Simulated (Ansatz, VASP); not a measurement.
**SbP5 in VASP and in Ansatz**

INCAR

```
SYSTEM = SbP5
PREC = Accurate ; ENCUT = 600
EDIFF = 1E-6 ; ISMEAR = 0
SIGMA = 0.1 ; LREAL = .False.
LASPH = .True. ; NELM = 60
ALGO = Normal ; ISIF = 3
LWAVE = .False. ; LCHARG = .False.
GGA = PE ; IBRION = 2
NSW = 90 ; EDIFFG = -0.04
```

The input KPOINTS:

```
Automatic mesh
0
Gamma
  4 4 2
  0 0 0
```

POSCAR

```
SbP5
1.0
    2.8007713400     -3.6225090500      0.0000000000
    2.8007713400      3.6225090500      0.0000000000
    0.0000000000      0.0000000000      7.8705584000
Sb P
1 5
Direct
    0.0000000000      0.0000000000      0.5000000000
    0.0000000000      0.0000000000      0.0000000000
    0.0000000000      0.5000000000      0.2881429900
    0.5000000000      0.0000000000      0.7118570100
    0.0000000000      0.5000000000      0.7118570100
    0.5000000000      0.0000000000      0.2881429900
```

Input for Ansatz:

```yaml
crystal:
  lattice:
    - [2.80077134, -3.62250905, 0.0]
    - [2.80077134, 3.62250905, 0.0]
    - [0.0, 0.0, 7.8705584]
  atoms:
    - { symbol: Sb, position: [0.0, 0.0, 0.5] }
    - { symbol: P, position: [0.0, 0.0, 0.0] }
    - { symbol: P, position: [0.0, 0.5, 0.28814299] }
    - { symbol: P, position: [0.5, 0.0, 0.71185701] }
    - { symbol: P, position: [0.0, 0.5, 0.71185701] }
    - { symbol: P, position: [0.5, 0.0, 0.28814299] }
basis:
  ecutwfc: 420
kpoints:
  mp_grid: { grid: [4, 4, 2] }
hamiltonian:
  xc: pbe
scf:
  occupations: { method: gaussian, width: 0.1 }
  lower_state_search: "off"
output:
  forces: true
  stress: true
  eigenvalues: true
relax:
  adjacent_minimum: "off"
  f_tol: 0.04
  max_steps: 70
  cell: { stress_tol: 0.4 }
```

Alike in both runs: task relaxation of cell and atoms; functional PBE; k mesh 4 × 4 × 2; occupations gaussian, width 0.1 eV; no spin polarisation.

|  | VASP | Ansatz |
| --- | --- | --- |
| version | VASP 6.6.1 | Ansatz 0.2.0 |
| potentials or method | VASP PAW PBE potentials, release 64 (Sb, P), cutoff 600 eV | scalar-relativistic, plane waves, PAW |
| valence electrons in the cell | 30 | 40 |

Ansatz gave:

| Property | Result |
| --- | --- |
| gap on the k mesh at the Fermi level, each at its own relaxed structure (eV) | none |
| relaxed volume (Å³/atom) | 19.10 |
| relaxed cell length with the largest relative difference (Å) | 7.106 |

Q: What did VASP give for the same quantities?

A: gap on the k mesh at the Fermi level, each at its own relaxed structure (eV): none; relaxed volume (Å³/atom): 19.06; relaxed cell length with the largest relative difference (Å): 7.092.

A gap of «none» marks a metal or a gap that the smearing closes. VASP's potentials hold 30 valence electrons a cell and Ansatz's 40, so a difference there can come from the potentials and not from the codes.

The k mesh is coarse, so the values compare programs but aren't converged. Neither program's run includes spin-orbit coupling. Noted on VASP's run: the volume moved by over 15 % at a fixed basis, so the end points are rough.
